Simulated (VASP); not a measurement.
Al2GaP2, 5 atoms in the cell. The structure is tetragonal, space group P4mm (No. 99). Conventional cell: a = 3.367 Å, b = 3.367 Å, c = 8.810 Å, α = 90.00°, β = 90.00°, γ = 90.00°. Within 3.1 Å of Al (site symmetry 4mm) lie 1 P at 2.37 Å and 4 Ga at 2.64 Å. Al (site symmetry 4mm) has 5 P at 2.30 to 2.49 Å within 3.0 Å. Within 3.0 Å of Ga (site symmetry 4mm) lie 1 P at 2.29 Å and 4 Al at 2.64 Å. Within 3.1 Å of P (site symmetry 4mm) lie 5 Al at 2.37 to 2.49 Å. Within 3.0 Å of P (site symmetry 4mm) lie 1 Ga at 2.29 Å and 1 Al at 2.30 Å. 

```yaml
Program: VASP 6.6.1
Task: relaxation of cell and atoms
Functional: PBE
Potentials_or_basis: VASP PAW PBE potentials, release 64 (Al, Ga_d, P)
Cutoff: 600 eV
k_mesh: 6 × 6 × 2
Occupations: gaussian, width 0.1 eV
Spin: no spin polarisation
Dipole_correction: no
Further_INCAR_settings: ALGO = Normal; EDIFF = 1e-07; IBRION = 2; EDIFFG = -0.04; NSW = 90; ISIF = 3
```

Potentials or basis: VASP PAW PBE potentials, release 64 (Al, Ga_d, P).

The run is started by

```console
$ cat potpaw_PBE.64/Al/POTCAR potpaw_PBE.64/Ga_d/POTCAR potpaw_PBE.64/P/POTCAR > POTCAR
$ mpirun -np 1 vasp_std > vasp.out
```

Hardware: 1 thread of Intel(R) Xeon(R) 6975P-C (Granite Rapids) (shared host).

Problem. How long does it take, and how much memory?

Solution. Wall time 110 s on 1 thread of Intel(R) Xeon(R) 6975P-C (Granite Rapids), with other jobs on the host, peak memory 0.25 GiB. Counts: scf iterations 74, k points 20, ion steps 8.
